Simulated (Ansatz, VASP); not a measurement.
**LaFe5H2 in VASP and in Ansatz**

```xyz
8
Lattice="2.6331 -4.5903 0.0000 2.6331 4.5903 0.0000 0.0000 0.0000 4.2319" Properties=species:S:1:pos:R:3 pbc="T T T"
La    0.0000    0.0000    0.0000
Fe    2.6331    0.0000    2.1159
Fe    2.6331    1.4988    0.0000
Fe    2.6331   -1.4988    0.0000
Fe    1.3165    2.2952    2.1159
Fe    1.3165   -2.2952    2.1159
H     2.6331   -3.3649    2.1159
H     2.6331    3.3649    2.1159
```

Alike in both runs: task single point; functional PBE; k mesh 6 × 6 × 7; occupations fermi-dirac, width 0.05 eV; collinear spin.

```csv
,VASP,Ansatz
version,VASP 6.6.1,Ansatz 0.2.0
potentials or method,"VASP PAW PBE potentials, release 64 (La, Fe, H)",Ansatz PAW
plane-wave cutoff (eV),600,420
valence electrons in the cell,53,93
```

VASP gave:

* gap on the k mesh at the Fermi level (eV): none
* pressure (GPa): -6.7
* traceless stress, the component that is largest in VASP (GPa): -0.56
* rms of the force components (eV/Å): 0.035
* net moment per atom (μB): 1.43
* size of the moment on the site where the two differ most (μB): 2.08

Task: Estimate Ansatz's values.

Result: gap on the k mesh at the Fermi level (eV): none; pressure (GPa): -6.7; traceless stress, the component that is largest in VASP (GPa): -0.34; rms of the force components (eV/Å): 0.042; net moment per atom (μB): 1.43; size of the moment on the site where the two differ most (μB): 1.83.

Site moments also hang on the region over which each program counts them. Atom by atom the forces differ by 0.007 eV/Å (rms over components). A gap of «none» marks a metal or a gap that the smearing closes. VASP's potentials hold 53 valence electrons a cell and Ansatz's 93, so a difference there can come from the potentials and not from the codes.

Spin-orbit coupling is off throughout.
